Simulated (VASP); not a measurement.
# Sr4TmSi (P4/mmm) in VASP: notebook

Runs on Sr4TmSi. Level: PBE. Tasks: relaxation of cell and atoms.

Everything below comes from runs of VASP 6.6.1. Logs are shortened: lines on timing, memory, paths and dates and some standing lists are left out, and cuts for length are marked.

## (1) The cell of the first run

It takes space group P4/mmm (No. 123, tetragonal). Conventional cell: a = 4.636 Å, b = 4.636 Å, c = 6.563 Å, α = 90.00°, β = 90.00°, γ = 90.00°. Sr (site symmetry 2mm) has 2 Tm at 2.83 Å and 2 Si at 2.85 Å and 6 Sr at 3.24 to 3.33 Å within 3.7 Å. Within 3.7 Å of Tm (site symmetry 4/mmm) lie 8 Sr at 2.83 Å. Within 3.8 Å of Si (site symmetry 4/mmm) lie 8 Sr at 2.85 Å.

The cell was generated, and may not be a known phase.

## (2) Relaxation of cell and atoms, PBE

File INCAR:

```
SYSTEM = Sr4TmSi
ALGO = Normal ; EDIFF = 1E-7
EDIFFG = -0.08 ; ENCUT = 500
GGA = PE ; GGA_COMPAT = .FALSE.
IBRION = 2 ; ISIF = 3
ISMEAR = 0 ; LASPH = .TRUE.
LCHARG = .FALSE. ; LMAXMIX = 6
LREAL = .FALSE. ; LWAVE = .FALSE.
NELM = 200 ; NELMIN = 4
NSW = 36 ; PREC = Accurate
SIGMA = 0.2
```

File KPOINTS:

```
k-points
0
G
  4 4 3
  0 0 0
```

File POSCAR:

```
Sr4TmSi
1.0
    4.6361005700      0.0000000000      0.0000000000
    0.0000000000      4.6361005700      0.0000000000
    0.0000000000      0.0000000000      6.5629909200
Sr Tm Si
4 1 1
Direct
    0.5000000000      0.0000000000      0.7464669900
    0.0000000000      0.5000000000      0.2535330100
    0.5000000000      0.0000000000      0.2535330100
    0.0000000000      0.5000000000      0.7464669900
    0.5000000000      0.5000000000      0.5000000000
    0.0000000000      0.0000000000      0.0000000000
```

Potentials or basis: VASP PAW PBE potentials, release 64 (Sr_sv, Tm_3, Si), 4f in core.

Command:

```sh
$ cat potpaw_PBE.64/Sr_sv/POTCAR potpaw_PBE.64/Tm_3/POTCAR potpaw_PBE.64/Si/POTCAR > POTCAR
$ mpirun -np 1 vasp_std > vasp.out
```

OUTCAR:

```text
SYSTEM = Sr4TmSi
   EDIFF = 1E-7
   EDIFFG = -0.08
   ENCUT = 500
   GGA = PE
   IBRION = 2
   ISIF = 3
   ISMEAR = 0
   LASPH = .TRUE.
   LREAL = .FALSE.
   NELM = 200
   NELMIN = 4
   NSW = 36
   PREC = Accurate

 ion  position               nearest neighbor table
   1  0.500  0.000  0.746-   5 2.83   5 2.83   6 2.85   6 2.85   3 3.24   4 3.28   4 3.28   4 3.28
                             4 3.28   3 3.33   2 4.61   2 4.61   2 4.61   2 4.61   2 4.67   2 4.67
   2  0.000  0.500  0.254-   5 2.83   5 2.83   6 2.85   6 2.85   4 3.24   3 3.28   3 3.28   3 3.28
                             3 3.28   4 3.33   1 4.61   1 4.61   1 4.61   1 4.61   1 4.67   1 4.67
   3  0.500  0.000  0.254-   5 2.83   5 2.83   6 2.85   6 2.85   1 3.24   2 3.28   2 3.28   2 3.28
                             2 3.28   1 3.33   4 4.61   4 4.61   4 4.61   4 4.61   4 4.67   4 4.67
   4  0.000  0.500  0.746-   5 2.83   5 2.83   6 2.85   6 2.85   2 3.24   1 3.28   1 3.28   1 3.28
                             1 3.28   2 3.33   3 4.61   3 4.61   3 4.61   3 4.61   3 4.67   3 4.67
   5  0.500  0.500  0.500-   1 2.83   2 2.83   3 2.83   4 2.83   1 2.83   3 2.83   2 2.83   4 2.83

   6  0.000  0.000  0.000-   1 2.85   2 2.85   3 2.85   4 2.85   2 2.85   4 2.85   1 2.85   3 2.85

  LATTYP: Found a simple tetragonal cell.
 ALAT       =     4.6361005700
 C/A-ratio  =     1.4156273836

  Lattice vectors:

 A1 = (   4.6361005700,   0.0000000000,   0.0000000000)
 A2 = (   0.0000000000,   4.6361005700,   0.0000000000)
 A3 = (   0.0000000000,   0.0000000000,   6.5629909200)

Analysis of symmetry for initial positions (statically):
=====================================================================
 Subroutine PRICEL returns:
 Original cell was already a primitive cell.

 Routine SETGRP: Setting up the symmetry group for a
 simple tetragonal supercell.

 Subroutine GETGRP returns: Found 16 space group operations
 (whereof 16 operations were pure point group operations)
 out of a pool of 16 trial point group operations.

The static configuration has the point symmetry D_4h.

Analysis of symmetry for dynamics (positions and initial velocities):
=====================================================================
 Subroutine PRICEL returns:
 Original cell was already a primitive cell.

 Routine SETGRP: Setting up the symmetry group for a
 simple tetragonal supercell.

 Subroutine GETGRP returns: Found 16 space group operations
 (whereof 16 operations were pure point group operations)
 out of a pool of 16 trial point group operations.

The dynamic configuration has the point symmetry D_4h.

 Subroutine INISYM returns: Found 16 space group operations
 (whereof 16 operations are pure point group operations),
 and found     1 'primitive' translations

----------------------------------------------------------------------------------------

                                     Primitive cell

  volume of cell :     141.0612

  direct lattice vectors                    reciprocal lattice vectors
     4.636100570  0.000000000  0.000000000     0.215698513  0.000000000  0.000000000
     0.000000000  4.636100570  0.000000000     0.000000000  0.215698513  0.000000000
     0.000000000  0.000000000  6.562990920     0.000000000  0.000000000  0.152369554

  length of vectors
     4.636100570  4.636100570  6.562990920     0.215698513  0.215698513  0.152369554

  position of ions in fractional coordinates (direct lattice)
     0.500000000  0.000000000  0.746466990
     0.000000000  0.500000000  0.253533010
     0.500000000  0.000000000  0.253533010
     0.000000000  0.500000000  0.746466990
     0.500000000  0.500000000  0.500000000
     0.000000000  0.000000000  0.000000000

  ion indices of the primitive-cell ions
   primitive index   ion index
                 1           1
                 2           2
                 3           3
                 4           4
                 5           5
                 6           6

----------------------------------------------------------------------------------------

 KPOINTS: k-points

Automatic generation of k-mesh.
 Grid dimensions read from file:
 generate k-points for:    4    4    3

 Generating k-lattice:

  Cartesian coordinates                     Fractional coordinates (reciprocal lattice)
     0.053924628  0.000000000  0.000000000     0.250000000  0.000000000  0.000000000
     0.000000000  0.053924628  0.000000000     0.000000000  0.250000000  0.000000000
     0.000000000  0.000000000  0.050789851     0.000000000  0.000000000  0.333333333

  Length of vectors
     0.053924628  0.053924628  0.050789851

  Shift w.r.t. Gamma in fractional coordinates (k-lattice)
     0.000000000  0.000000000  0.000000000

 Subroutine IBZKPT returns following result:
 ===========================================

 Found     12 irreducible k-points:

 Following reciprocal coordinates:
            Coordinates               Weight
  0.000000  0.000000  0.000000      1.000000
  0.250000  0.000000  0.000000      4.000000
  0.500000  0.000000  0.000000      2.000000
  0.250000  0.250000  0.000000      4.000000
  0.500000  0.250000  0.000000      4.000000
  0.500000  0.500000  0.000000      1.000000
  0.000000  0.000000  0.333333      2.000000
  0.250000  0.000000  0.333333      8.000000
  0.500000  0.000000  0.333333      4.000000
  0.250000  0.250000  0.333333      8.000000
  0.500000  0.250000  0.333333      8.000000
  0.500000  0.500000  0.333333      2.000000
   k-points           NKPTS =     12   k-points in BZ     NKDIM =     12   number of bands    NBANDS=     31
   number of dos      NEDOS =    301   number of ions     NIONS =      6
   total plane-waves  NPLWV =  62208
   dimension x,y,z NGX =    36 NGY =   36 NGZ =   48
   dimension x,y,z NGXF=    72 NGYF=   72 NGZF=   96
   ions per type =               4   1   1
   NGX,Y,Z   is equivalent  to a cutoff of  12.91, 12.91, 12.16 a.u.
   NGXF,Y,Z  is equivalent  to a cutoff of  25.82, 25.82, 24.32 a.u.
 SYSTEM =  Sr4TmSi
   PREC   = accura    normal or accurate (medium, high low for compatibility)
   ISTART =      0    job   : 0-new  1-cont  2-samecut
   ICHARG =      2    charge: 1-file 2-atom 10-const
   ISPIN  =      1    spin polarized calculation?
   LNONCOLLINEAR =      F non collinear calculations
   LSORBIT =      F    spin-orbit coupling
   LASPH  =      T    aspherical Exc in radial PAW
   ENCUT  =  500.0 eV  36.75 Ry    6.06 a.u.   8.45  8.45 11.97*2*pi/ulx,y,z
   NELM   =    200;   NELMIN=  4; NELMDL= -5     # of ELM steps
   EDIFF  = 0.1E-06   stopping-criterion for ELM
   LREAL  =      F    real-space projection
   EDIFFG = -.8E-01   stopping-criterion for IOM
   NSW    =     36    number of steps for IOM
   IBRION =      2    ionic relax: 0-MD 1-quasi-New 2-CG
   NFREE  =      1    steps in history (QN), initial steepest desc. (CG)
   ISIF   =      3    stress and relaxation
   ISYM   =      2    0-nonsym 1-usesym 2-fastsym
   POTIM  = 0.5000    time-step for ionic-motion
   TEBEG  =    0.0;   TEEND  =   0.0 temperature during run
   PSTRESS=    0.0 pullay stress
   NELECT =      53.0000    total number of electrons
   NUPDOWN=      -1.0000    fix difference up-down
   EMIN   =  10.00;   EMAX   =-10.00  energy-range for DOS
   EFERMI =   0.00;   METHOD = LEGACY
   ISMEAR =     0;   SIGMA  =   0.20  broadening in eV -4-tet -1-fermi 0-gaus
   EFERMI_NEDOS =   21; number of points for ismear=-14 and -15
   IALGO  =     38    algorithm
   IMIX   =      4    mixing-type and parameters
     AMIX     =   0.40;   BMIX     =  1.00
     AMIX_MAG =   1.60;   BMIX_MAG =  1.00
  volume/ion in A,a.u.               =      23.51       158.65
  Fermi-wavevector in a.u.,A,eV,Ry     =   1.181311  2.232354 18.986875  1.395496
  Thomas-Fermi vector in A             =   2.317587
   LORBIT       =      0    0 simple, 1 ext, 2 COOP (PROOUT), +10 PAW based schemes
   GGA     = PE    functional components
   LHFCALC =     F    Hartree Fock is set to
   AEXX    =    0.0000 exact exchange contribution
   IVDW    =     0    specifies the selected vdW correction
   LEPSILON=     F    determine dielectric tensor
   LRPA    =     F    only Hartree local field effects (RPA)
 conjugate gradient relaxation of ions
 non-spin polarized calculation
 Gauss-broadening in eV      SIGMA  =   0.20
  energy-cutoff  :      500.00
  volume of cell :      141.06
 maximum number of plane-waves:      3592
 NGX is ok and might be reduce to    36
   NGX = 17   NGY = 17   NGZ = 23

--------------------------------------- Ionic step        1  -------------------------------------------

 number of electron      53.0000001 magnetization

 Free energy of the ion-electron system (eV)
  ---------------------------------------------------
  ext. energy  EPLUGINS =         0.00000000
  ---------------------------------------------------
  free energy    TOTEN  =        -6.82607918 eV

  energy without entropy =       -6.70380059  energy(sigma->0) =       -6.76493988

 E-fermi :   4.8015     XC(G=0): -10.2243

 val. band max:        4.7293972220   @ k =   0.5000   0.2500   0.3333
 cond. band min:       4.8174650695   @ k =   0.2500   0.2500   0.3333
 fundamental gap:      0.0880678474
 Fermi energy:         4.8014973352

 k-point     1 :       0.0000    0.0000    0.0000
  band No.  band energies     occupation
      1     -30.4442      2.00000
      2     -30.3323      2.00000
      3     -30.1899      2.00000
      4     -30.0636      2.00000
      5     -20.7812      2.00000
      6     -20.7812      2.00000
[... 674 lines left out ...]
  energy  without entropy=      -14.5653787165  energy(sigma->0) =      -14.66016494

--------------------------------------- Ionic step        8  -------------------------------------------

 number of electron      53.0000010 magnetization

 Free energy of the ion-electron system (eV)
  ---------------------------------------------------
  ext. energy  EPLUGINS =         0.00000000
  ---------------------------------------------------
  free energy    TOTEN  =       -15.03023388 eV

  energy without entropy =      -14.86662323  energy(sigma->0) =      -14.94842855

 E-fermi :   1.7729     XC(G=0):  -7.7659

 val. band max:        1.7716068534   @ k =   0.5000   0.2500   0.3333
 cond. band min:       1.8066476390   @ k =   0.5000   0.0000   0.3333
 fundamental gap:      0.0350407857
 Fermi energy:         1.7728976753

 k-point     1 :       0.0000    0.0000    0.0000
  band No.  band energies     occupation
      1     -34.2953      2.00000
      2     -34.2818      2.00000
      3     -34.2486      2.00000
      4     -34.2359      2.00000
      5     -25.3149      2.00000
      6     -25.3149      2.00000
[... 430 lines left out ...]
  FREE ENERGIE OF THE ION-ELECTRON SYSTEM (eV)
  ---------------------------------------------------
  free  energy   TOTEN  =       -15.0302338790 eV

  energy  without entropy=      -14.8666232255  energy(sigma->0) =      -14.94842855

 reached required accuracy - stopping structural energy minimisation
```

It took 5.4 min on 1 thread of Intel Xeon Platinum 8488C (Sapphire Rapids), shared host; peak memory 0.27 GiB.

Results:

```yaml
Free_energy: -15.0302 eV
Relaxed_volume: 44.71 Å³/atom
Relaxed_cell: a = 5.343 Å, b = 5.343 Å, c = 9.397 Å, α = 90.00°, β = 90.00°, γ = 90.00°
Space_group_after_relaxing_to_0.1_Å: P4/mmm (No. 123)
Energy_gained_by_relaxing: 1367.4 meV/atom
Ionic_steps: 8
Pressure_after_relaxing: 0.2 GPa
Largest_force_after_relaxing: 0.053 eV/Å
Band_gap_on_the_k_mesh: zero (an odd number of electrons rules out a gap without spin polarisation)
```

Forces in eV/Å, atoms in the order of the input:
```
Sr   0.000  0.000 -0.053
Sr   0.000  0.000  0.053
Sr   0.000  0.000  0.053
Sr   0.000  0.000 -0.053
Tm   0.000  0.000  0.000
Si   0.000  0.000  0.000
```

The path:
| step | energy change (eV) | largest force (eV/Å) | pressure (GPa) | volume (Å³) |
| --- | --- | --- | --- | --- |
| 1 | 0.0000 | 1.1407 | 30.26 | 141.06 |
| 2 | -7.3557 | 0.8561 | 1.08 | 252.52 |
| 3 | -7.4168 | 0.8054 | 0.38 | 263.12 |
| 4 | -7.4102 | 0.6961 | -0.77 | 285.19 |
| 5 | -7.4344 | 0.7590 | -0.15 | 272.43 |
| 6 | -7.5848 | 0.6585 | -0.23 | 272.43 |
| 7 | -7.9289 | 0.4123 | -0.34 | 271.86 |
| 8 | -8.2042 | 0.0527 | 0.16 | 268.24 |

Final structure:
```
CELL_PARAMETERS angstrom
5.34270 0.00000 0.00000
0.00000 5.34270 0.00000
0.00000 0.00000 9.39710
ATOMIC_POSITIONS crystal
Sr 0.50000 0.00000 0.80105
Sr 0.00000 0.50000 0.19895
Sr 0.50000 0.00000 0.19895
Sr 0.00000 0.50000 0.80105
Tm 0.50000 0.50000 0.50000
Si 0.00000 0.00000 0.00000
```

Caveat: the volume moved by over 15 % at a fixed basis, so the end points are rough; spin-orbit coupling is left out, which moves the levels of the heavy elements; the 4f electrons are frozen in the core, so they carry no moment and show no levels; the relaxation stopped at a loose force limit of 0.08 eV/Å, so its end isn't a converged minimum.

(Part 1 of 2 ends here.)

The gap in the log of VASP goes by the Fermi energy; the results here count the filled bands.